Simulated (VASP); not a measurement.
# Cu in VASP: further runs, part 2 of 2

VASP 6.6.1. Earlier steps stand in the parts before.

## (3) Single point, PBE (the cell strained at random)

INCAR reads:

```
PREC = Accurate
ENCUT = 520
EDIFF = 1E-7
ISMEAR = -1
SIGMA = 0.02
LREAL = F
LASPH = T
NELM = 60
ALGO = Normal
ISIF = 2
LWAVE = F
LCHARG = F
GGA = PE
NBANDS = 18
```

KPOINTS reads:

```
Automatic mesh
0
Gamma
  7 7 4
```

POSCAR reads:

```
Cu
1.0
    2.5056210000      0.0064180000      0.0131310000
   -1.2472520000      2.1854140000      0.0150950000
    0.0213100000      0.0405910000      4.1711940000
Cu
2
Direct
    0.6666666667      0.3333333333      0.7500000000
    0.3333333333      0.6666666667      0.2500000000
```

Potentials or basis: VASP PAW PBE potentials, release 64 (Cu).

On the command line:

```
> cat potpaw_PBE.64/Cu/POTCAR > POTCAR
> mpirun -np 1 vasp_std > vasp.out
```

OUTCAR:

```text
PREC = Accurate
   ENCUT = 520
   EDIFF = 1E-7
   ISMEAR = -1
   LREAL = F
   LASPH = T
   NELM = 60
   ISIF = 2
   GGA = PE

 ion  position               nearest neighbor table
   1  0.667  0.333  0.750-   2 2.52   2 2.52   2 2.54   2 2.54   2 2.56   2 2.57
   2  0.333  0.667  0.250-   1 2.52   1 2.52   1 2.54   1 2.54   1 2.56   1 2.57

  LATTYP: Found a triclinic cell.
 ALAT       =     2.5275317532
 B/A-ratio  =     0.9913480309
 C/A-ratio  =     1.6504029763
 COS(alpha) =     0.0103735890
 COS(beta)  =     0.0221483813
 COS(gamma) =     0.5001360171

  Lattice vectors:

 A1 = (  -1.2583690000,  -2.1918320000,  -0.0282260000)
 A2 = (  -2.5056210000,  -0.0064180000,  -0.0131310000)
 A3 = (  -0.0213100000,  -0.0405910000,  -4.1711940000)

Analysis of symmetry for initial positions (statically):
=====================================================================
 Subroutine PRICEL returns:
 Original cell was already a primitive cell.

 Routine SETGRP: Setting up the symmetry group for a
 triclinic supercell.

 Subroutine GETGRP returns: Found  2 space group operations
 (whereof  2 operations were pure point group operations)
 out of a pool of  2 trial point group operations.

The static configuration has the point symmetry S_2 .

Analysis of symmetry for dynamics (positions and initial velocities):
=====================================================================
 Subroutine PRICEL returns:
 Original cell was already a primitive cell.

 Routine SETGRP: Setting up the symmetry group for a
 triclinic supercell.

 Subroutine GETGRP returns: Found  2 space group operations
 (whereof  2 operations were pure point group operations)
 out of a pool of  2 trial point group operations.

The dynamic configuration has the point symmetry S_2 .

 Subroutine INISYM returns: Found  2 space group operations
 (whereof  2 operations are pure point group operations),
 and found     1 'primitive' translations

----------------------------------------------------------------------------------------

                                     Primitive cell

  volume of cell :      22.8713

  direct lattice vectors                    reciprocal lattice vectors
     2.505621000  0.006418000  0.013131000     0.398542242  0.227484019 -0.004249800
    -1.247252000  2.185414000  0.015095000    -0.001147191  0.456955158 -0.004440892
     0.021310000  0.040591000  4.171194000    -0.001250467 -0.002369784  0.239768958

  length of vectors
     2.505663627  2.516326641  4.171445928     0.458914980  0.456978177  0.239783929

  position of ions in fractional coordinates (direct lattice)
     0.666666667  0.333333333  0.750000000
     0.333333333  0.666666667  0.250000000

  ion indices of the primitive-cell ions
   primitive index   ion index
                 1           1
                 2           2

----------------------------------------------------------------------------------------

 KPOINTS: Automatic mesh

Automatic generation of k-mesh.
 Grid dimensions read from file:
 generate k-points for:    7    7    4

 Generating k-lattice:

  Cartesian coordinates                     Fractional coordinates (reciprocal lattice)
     0.056934606  0.032497717 -0.000607114     0.142857143 -0.000000000 -0.000000000
    -0.000163884  0.065279308 -0.000634413    -0.000000000  0.142857143  0.000000000
    -0.000312617 -0.000592446  0.059942240     0.000000000  0.000000000  0.250000000

  Length of vectors
     0.065559283  0.065282597  0.059945982

  Shift w.r.t. Gamma in fractional coordinates (k-lattice)
     0.000000000  0.000000000  0.000000000

 Subroutine IBZKPT returns following result:
 ===========================================

 Found     99 irreducible k-points:

 Following reciprocal coordinates:
            Coordinates               Weight
  0.000000  0.000000  0.000000      1.000000
  0.142857  0.000000  0.000000      2.000000
  0.285714 -0.000000 -0.000000      2.000000
  0.428571 -0.000000 -0.000000      2.000000
  0.000000  0.142857  0.000000      2.000000
  0.142857  0.142857 -0.000000      2.000000
[... 16 lines left out ...]
 -0.428571  0.428571  0.000000      2.000000
 -0.285714  0.428571  0.000000      2.000000
 [... further k-points ...]
   k-points           NKPTS =     99   k-points in BZ     NKDIM =     99   number of bands    NBANDS=     18
   number of dos      NEDOS =    301   number of ions     NIONS =      2
   total plane-waves  NPLWV =  12800
   dimension x,y,z NGX =    20 NGY =   20 NGZ =   32
   dimension x,y,z NGXF=    40 NGYF=   40 NGZF=   64
   ions per type =               2
   NGX,Y,Z   is equivalent  to a cutoff of  13.27, 13.21, 12.75 a.u.
   NGXF,Y,Z  is equivalent  to a cutoff of  26.54, 26.43, 25.51 a.u.
 SYSTEM =  unknown system
   PREC   = accura    normal or accurate (medium, high low for compatibility)
   ISTART =      0    job   : 0-new  1-cont  2-samecut
   ICHARG =      2    charge: 1-file 2-atom 10-const
   ISPIN  =      1    spin polarized calculation?
   LNONCOLLINEAR =      F non collinear calculations
   LSORBIT =      F    spin-orbit coupling
   LASPH  =      T    aspherical Exc in radial PAW
   ENCUT  =  520.0 eV  38.22 Ry    6.18 a.u.   4.66  4.68  7.76*2*pi/ulx,y,z
   NELM   =     60;   NELMIN=  2; NELMDL= -5     # of ELM steps
   EDIFF  = 0.1E-06   stopping-criterion for ELM
   LREAL  =      F    real-space projection
   EDIFFG = 0.1E-05   stopping-criterion for IOM
   NSW    =      0    number of steps for IOM
   IBRION =     -1    ionic relax: 0-MD 1-quasi-New 2-CG
   NFREE  =      0    steps in history (QN), initial steepest desc. (CG)
   ISIF   =      2    stress and relaxation
   ISYM   =      2    0-nonsym 1-usesym 2-fastsym
   POTIM  = 0.5000    time-step for ionic-motion
   TEBEG  =    0.0;   TEEND  =   0.0 temperature during run
   PSTRESS=    0.0 pullay stress
   NELECT =      22.0000    total number of electrons
   NUPDOWN=      -1.0000    fix difference up-down
   EMIN   =  10.00;   EMAX   =-10.00  energy-range for DOS
   EFERMI =   0.00;   METHOD = LEGACY
   ISMEAR =    -1;   SIGMA  =   0.02  broadening in eV -4-tet -1-fermi 0-gaus
   EFERMI_NEDOS =   21; number of points for ismear=-14 and -15
   IALGO  =     38    algorithm
   IMIX   =      4    mixing-type and parameters
     AMIX     =   0.40;   BMIX     =  1.00
     AMIX_MAG =   1.60;   BMIX_MAG =  1.00
  volume/ion in A,a.u.               =      11.44        77.17
  Fermi-wavevector in a.u.,A,eV,Ry     =   1.616040  3.053873 35.532791  2.611586
  Thomas-Fermi vector in A             =   2.710691
   LORBIT       =      0    0 simple, 1 ext, 2 COOP (PROOUT), +10 PAW based schemes
   GGA     = PE    functional components
   LHFCALC =     F    Hartree Fock is set to
   AEXX    =    0.0000 exact exchange contribution
   IVDW    =     0    specifies the selected vdW correction
   LEPSILON=     F    determine dielectric tensor
   LRPA    =     F    only Hartree local field effects (RPA)
 non-spin polarized calculation
  energy-cutoff  :      520.00
  volume of cell :       22.87
 maximum number of plane-waves:       626
   NGX =  9   NGY =  9   NGZ = 15

 number of electron      21.9999996 magnetization

 Free energy of the ion-electron system (eV)
  ---------------------------------------------------
  ext. energy  EPLUGINS =         0.00000000
  ---------------------------------------------------
  free energy    TOTEN  =        -7.44550255 eV

  energy without entropy =       -7.44463753  energy(sigma->0) =       -7.44507004

 E-fermi :   7.9036     XC(G=0): -12.9141

 val. band max:        7.8853835953   @ k =  -0.4286   0.4286   0.5000
 cond. band min:       7.9129928840   @ k =   0.0000   0.4286   0.5000
 fundamental gap:      0.0276092886
 Fermi energy:         7.9036302282

 k-point     1 :       0.0000    0.0000    0.0000
  band No.  band energies     occupation
      1      -1.6078      2.00000
      2       2.6874      2.00000
      3       4.7807      2.00000
      4       4.8890      2.00000
      5       4.9654      2.00000
      6       5.0988      2.00000
[... 10 lines left out ...]
     17      31.8767      0.00000
     18      32.0032      0.00000

 k-point     2 :       0.1429    0.0000    0.0000
  band No.  band energies     occupation
      1      -0.9331      2.00000
      2       3.0612      2.00000
      3       4.5846      2.00000
      4       4.8670      2.00000
      5       4.9708      2.00000
      6       5.1233      2.00000
[... 10 lines left out ...]
     17      31.0423      0.00000
     18      32.5762      0.00000
[... 442 lines left out ...]
 k-point    24 :      -0.2857    0.4286    0.0000
  band No.  band energies     occupation
      1       2.3750      2.00000
      2       3.6572      2.00000
      3       3.7099      2.00000
      4       4.2421      2.00000
      5       4.7552      2.00000
      6       5.0140      2.00000
[... 10 lines left out ...]
     17      23.5744      0.00000
     18      26.1815      0.00000

 [... further k-points ...]
[... 5 lines left out ...]
  --------------------------------------------------------------------------------------
  -------------------------------------------------------------------------------------
  Total        1.3608920      1.1142131      0.6804354     -0.1132818     -0.0846111     -0.0282641
  in kB       95.3330948     78.0527638     47.6658026     -7.9356073     -5.9271698     -1.9799539
  external PRESSURE =      73.6838871 kB  Pullay stress =       0.0000000 kB

 VOLUME and BASIS-vectors are now :
 -----------------------------------------------------------------------------
  energy-cutoff  :      520.00
  volume of cell :       22.87
      direct lattice vectors                 reciprocal lattice vectors
     2.505621000  0.006418000  0.013131000     0.398542242  0.227484019 -0.004249800
    -1.247252000  2.185414000  0.015095000    -0.001147191  0.456955158 -0.004440892
     0.021310000  0.040591000  4.171194000    -0.001250467 -0.002369784  0.239768958

 POSITION                                       TOTAL-FORCE (eV/Angst)
 -----------------------------------------------------------------------------------
      1.27065      0.76319      3.14218        -0.006832     -0.014856      0.006468
      0.00903      1.46923      1.05724         0.006832      0.014856     -0.006468
 -----------------------------------------------------------------------------------
    total drift:                                0.000000     -0.000000      0.000000

  FREE ENERGIE OF THE ION-ELECTRON SYSTEM (eV)
  ---------------------------------------------------
  free  energy   TOTEN  =        -7.4455025519 eV

  energy  without entropy=       -7.4446375277  energy(sigma->0) =       -7.44507004
```

stdout:

```text
POSCAR found type information on POSCAR Cu
 POSCAR found :  1 types and       2 ions
 scaLAPACK will be used
 LDA part: xc-table for (Slater+PW92), standard interpolation
 POSCAR, INCAR and KPOINTS ok, starting setup
 FFT: planning ... GRIDC
 FFT: planning ... GRID_SOFT
 FFT: planning ... GRID
 WAVECAR not read
 entering main loop
```

Run time: 15 s. Hardware: 1 thread of Intel Xeon 6975P-C (Granite Rapids), shared host; peak memory 0.15 GiB.

Results:

```
Free energy            : -7.4455 eV
Pressure               : 7.4 GPa
Largest force          : 0.018 eV/Å
Band gap on the k mesh : zero (band 11 reaches 10.50 eV, above the bottom of band 12 at 6.02 eV)
```

Forces in eV/Å, atoms in the order of the input:
```
Cu  -0.007 -0.015  0.006
Cu   0.007  0.015 -0.006
```

Stress tensor (GPa, compression positive):
```
 9.53 -0.79 -0.20
-0.79  7.81 -0.59
-0.20 -0.59  4.77
```

Levels at points of the mesh, in eV from the Fermi level:
```
           k point  band 8  band 9  band 10  band 11  band 12  band 13  band 14  band 15
(0.00, 0.00, 0.00)   -2.44   -2.43    -1.71    -1.69    -1.15     3.80    21.86    22.55
(0.00, 0.00, 0.50)   -2.97   -1.97    -1.96    -1.90    -1.89    12.42    12.42    22.53
```

Caveat: the k points lie up to 0.41 Å⁻¹ apart; the cell differs from its parent crystal (the cell strained at random).

## (4) Single point, r2SCAN

This run uses another cell than the first one, of 11.21 Å³/atom, 0.925 times its volume.

POSCAR reads:

```
Cu
1.0
    2.5170887971      0.0000000000      0.0000000000
   -1.2585443986      2.1798628419      0.0000000000
    0.0000000000      0.0000000000      4.0849690207
Cu
2
Direct
    0.6666666667      0.3333333333      0.7500000000
    0.3333333333      0.6666666667      0.2500000000
```

INCAR.step1 reads:

```
ALGO = Normal
EDIFF = 1E-4
ENCUT = 520
GGA = PE
ISMEAR = -1
LASPH = T
LCHARG = F
LREAL = F
LWAVE = T
NBANDS = 18
NELM = 80
PREC = Accurate
SIGMA = 0.05
```

INCAR.step2 reads:

```
ALGO = Normal
EDIFF = 1E-7
ENCUT = 520
ISIF = 2
ISMEAR = -1
ISTART = 1
LASPH = T
LCHARG = T
LELF = T
LMIXTAU = T
LREAL = F
LVHAR = T
LWAVE = F
METAGGA = R2SCAN
NBANDS = 18
NELM = 80
PREC = Accurate
SIGMA = 0.05
```

KPOINTS reads:

```
k-points
0
Gamma
  12 12 7
```

On the command line:

```
> cat potpaw_PBE.64/Cu/POTCAR > POTCAR
> cp INCAR.step1 INCAR
> mpirun -np 1 vasp_std > vasp.out
> cp INCAR.step2 INCAR
> mpirun -np 1 vasp_std > vasp.out
```

Wall time 58 s (1 thread of Intel Xeon 6975P-C (Granite Rapids), shared host); peak memory 0.15 GiB.

The run converged. Its results:

```yaml
Free_energy: -21.6138 eV
Pressure: 4.5 GPa
Band_gap_on_the_k_mesh: zero (band 11 reaches 12.33 eV, above the bottom of band 12 at 6.00 eV)
```

Stress tensor (GPa, compression positive):
```
4.51 0.00 0.00
0.00 4.51 0.00
0.00 0.00 4.62
```

Levels at points of the mesh, in eV from the Fermi level:
```csv
k point,band 7,band 8,band 9,band 10,band 11,band 12,band 13,band 14,band 15,band 16
"(0.00, 0.00, 0.00)",-2.96,-2.68,-2.68,-1.85,-1.85,-1.10,4.39,22.54,23.50,23.50
"(0.50, 0.00, 0.00)",-2.92,-1.75,-1.69,-1.64,0.01,1.78,8.44,9.01,11.42,12.16
```

Caveat: the PAW data sets were made with another functional, which shifts forces and pressure a little.

## (5) Single point, r2SCAN

This run uses another cell than the first one, of 11.44 Å³/atom, 0.943 times its volume.

POSCAR reads:

```
Cu
1.0
    2.5340966698      0.0000000000      0.0000000000
   -1.2670483349      2.1945920917      0.0000000000
    0.0000000000      0.0000000000      4.1125710000
Cu
2
Direct
    0.6666666667      0.3333333333      0.7500000000
    0.3333333333      0.6666666667      0.2500000000
```

INCAR.step1 reads:

```
SYSTEM = Cu
ALGO = Normal ; EDIFF = 1E-4
ENCUT = 520 ; GGA = PE
ISMEAR = -1 ; LASPH = .True.
LCHARG = .False. ; LREAL = .False.
LWAVE = .True. ; NBANDS = 18
NELM = 80 ; PREC = Accurate
SIGMA = 0.05
```

INCAR.step2 reads:

```
SYSTEM = Cu
ALGO = Normal ; EDIFF = 1E-6
ENCUT = 520 ; ISIF = 2
ISMEAR = -1 ; ISTART = 1
LASPH = .True. ; LCHARG = .False.
LMIXTAU = .True. ; LREAL = .False.
LWAVE = .False. ; METAGGA = R2SCAN
NBANDS = 18 ; NELM = 80
PREC = Accurate ; SIGMA = 0.05
```

KPOINTS reads:

```
k-points
0
Gamma
  12 12 7
  0 0 0
```

On the command line:

```
> cat potpaw_PBE.64/Cu/POTCAR > POTCAR
> cp INCAR.step1 INCAR
> mpirun -np 1 vasp_std > vasp.out
> cp INCAR.step2 INCAR
> mpirun -np 1 vasp_std > vasp.out
```

Wall time 50 s (1 thread of Intel Xeon 6975P-C (Granite Rapids), shared host); peak memory 0.15 GiB.

It converged, with:

```yaml
Free_energy: -21.6223 eV
Pressure: 1.1 GPa
Band_gap_on_the_k_mesh: zero (band 11 reaches 12.01 eV, above the bottom of band 12 at 5.77 eV)
```

Stress tensor (GPa, compression positive):
```
1.04 0.00 0.00
0.00 1.04 0.00
0.00 0.00 1.24
```

Levels at points of the mesh, in eV from the Fermi level:
| k point | band 8 | band 9 | band 10 | band 11 | band 12 | band 13 | band 14 | band 15 |
| --- | --- | --- | --- | --- | --- | --- | --- | --- |
| (0.00, 0.00, 0.00) | -2.63 | -2.63 | -1.82 | -1.82 | -1.04 | 4.28 | 22.38 | 23.18 |
| (0.50, 0.00, 0.00) | -1.72 | -1.67 | -1.62 | 0.01 | 1.74 | 8.34 | 8.89 | 11.29 |

Caveat: the PAW data sets were made with another functional, which shifts forces and pressure a little.

## (6) Overview

| level | cell | k mesh | smearing | gap on the mesh (eV) | pressure (GPa) |
| --- | --- | --- | --- | --- | --- |
| PBEsol | a = 2.584, b = 2.584, c = 4.193 Å, angles 90.0, 90.0, 120.0°, 2 atoms | 12 × 12 × 7 | fermi-dirac 0.05 eV | none | -8.7 |
| PBE | a = 2.506, b = 2.516, c = 4.171 Å, angles 89.3, 89.4, 119.6°, 2 atoms | 7 × 7 × 4 | fermi-dirac 0.02 eV | none | 7.4 |
| r2SCAN | a = 2.517, b = 2.517, c = 4.085 Å, angles 90.0, 90.0, 120.0°, 2 atoms | 12 × 12 × 7 | fermi-dirac 0.05 eV | none | 4.5 |
| r2SCAN | a = 2.534, b = 2.534, c = 4.113 Å, angles 90.0, 90.0, 120.0°, 2 atoms | 12 × 12 × 7 | fermi-dirac 0.05 eV | none | 1.1 |

Alike in all rows: task single point; potentials or basis VASP PAW PBE potentials, release 64 (Cu); no spin polarisation; cutoff (eV) 520.

Caveats: some runs use coarse meshes; the PAW data sets were made with another functional, which shifts forces and pressure a little (some runs).

Total energies depend on the potentials used, so only differences within one code and one set of settings carry meaning.
